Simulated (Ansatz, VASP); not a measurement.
AlN in VASP and in Ansatz

The input INCAR:

```
SYSTEM = AlN
PREC     = Accurate       ! precision mode
ENCUT    = 600            ! plane-wave cutoff, eV
EDIFF    = 1E-6           ! SCF threshold, eV
ISMEAR   = -1             ! smearing method
SIGMA    = 0.05           ! smearing width, eV
LREAL    = .False.        ! projectors in reciprocal space
LASPH    = .True.         ! aspherical terms in the spheres
NELM     = 120            ! most SCF steps
ALGO     = Normal         ! electronic algorithm
ISIF     = 2              ! what is computed and relaxed
LWAVE    = .False.        ! write WAVECAR
LCHARG   = .False.        ! write CHGCAR
GGA      = PE             ! functional
ALDAC    = 0.0          
AGGAC    = 0.0          
NBANDS   = 11             ! bands
GGA_COMPAT= .False.
```

File KPOINTS:

```
Automatic mesh
0
Gamma
  10 10 10
  0 0 0
```

File POSCAR:

```
AlN
1.0
    0.0000000000      2.1544765148      2.1544765148
    2.1544765148      0.0000000000      2.1544765148
    2.1544765148      2.1544765148      0.0000000000
Al N
1 1
Direct
    0.0000000000      0.0000000000      0.0000000000
    0.2500000000      0.2500000000      0.2500000000
```

input.yaml

```yaml
crystal:
  lattice:
    - [0.0, 2.1544765148, 2.1544765148]
    - [2.1544765148, 0.0, 2.1544765148]
    - [2.1544765148, 2.1544765148, 0.0]
  atoms:
    - { symbol: Al, position: [0.0, 0.0, 0.0] }
    - { symbol: "N", position: [0.25, 0.25, 0.25] }
hamiltonian:
  xc: { exchange: pbe, correlation: none }
  pseudopotentials: { kind: paw }
kpoints:
  mp_grid: { grid: [10, 10, 10] }
scf:
  occupations: { method: fermi_dirac, width: 0.05 }
output:
  forces: true
  stress: true
  eigenvalues: true
```

Alike in both runs: task single point; functional PBE exchange alone; k mesh 10 × 10 × 10; occupations fermi-dirac, width 0.05 eV; no spin polarisation.

|  | VASP | Ansatz |
| --- | --- | --- |
| version | VASP 6.6.1 | Ansatz 0.2.0 |
| potentials or method | VASP PAW PBE potentials, release 64 (Al, N) | Ansatz PAW |
| plane-wave cutoff (eV) | 600 | 420 |
| valence electrons in the cell | 8 | 8 |

Ansatz gave:

* gap on the k mesh at the Fermi level (eV): 3.70
* least direct gap on the mesh (eV): 4.89

Question: Estimate VASP's values.

Answer: gap on the k mesh at the Fermi level (eV): 3.68; least direct gap on the mesh (eV): 4.88.

VASP's potentials were made for PBE, not for PBE exchange alone.
